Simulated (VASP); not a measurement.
Here is a VASP 6.6.1 calculation.

File INCAR:

```
ALGO     = Normal         # electronic algorithm
EDIFF    = 1E-6           # SCF threshold, eV
ENCUT    = 520            # plane-wave cutoff, eV
GGA      = PE             # functional
ISIF     = 2              # what is computed and relaxed
ISMEAR   = 0              # smearing method
LASPH    = T              # aspherical terms in the spheres
LCHARG   = F              # write CHGCAR
LREAL    = F              # projectors in reciprocal space
LWAVE    = F              # write WAVECAR
NBANDS   = 16             # bands
NELM     = 80             # most SCF steps
PREC     = Accurate       # precision mode
SIGMA    = 0.15           # smearing width, eV
```

KPOINTS

```
k-points
0
Gamma
  16 16 16
```

File POSCAR:

```
GaSb
1.0
   -1.7101862970      2.5558471331      2.7388012409
    1.7101862970     -2.5558471331      2.7388012409
    1.7101862970      2.5558471331     -2.7388012409
Ga Sb
1 1
Direct
    0.0000000000      0.0000000000      0.0000000000
    0.5000000000      0.5000000000      0.0000000000
```

Potentials or basis: VASP PAW PBE potentials, release 64 (Ga_d, Sb).

Run with:

```bash
$ cat potpaw_PBE.64/Ga_d/POTCAR potpaw_PBE.64/Sb/POTCAR > POTCAR
$ mpirun -np 1 vasp_std > vasp.out
```

Q: Predict the band gap on the k mesh.

A: Zero (bands 9 and 10 overlap by 5.36 eV).

Q: What does it give for the pressure?

A: 1.1 GPa.

Stress tensor (GPa, compression positive):
```
-2.72  0.00  0.00
 0.00 -1.57  0.00
 0.00  0.00  7.57
```

Caveat: the cell differs from its parent crystal (strain +e along x and -e along y +0.0400, strain +e along z and -e/2 along x and y -0.0500); the stress differs along the axes, from -3 to 8 GPa; spin-orbit coupling is left out, which moves the levels of the heavy elements.
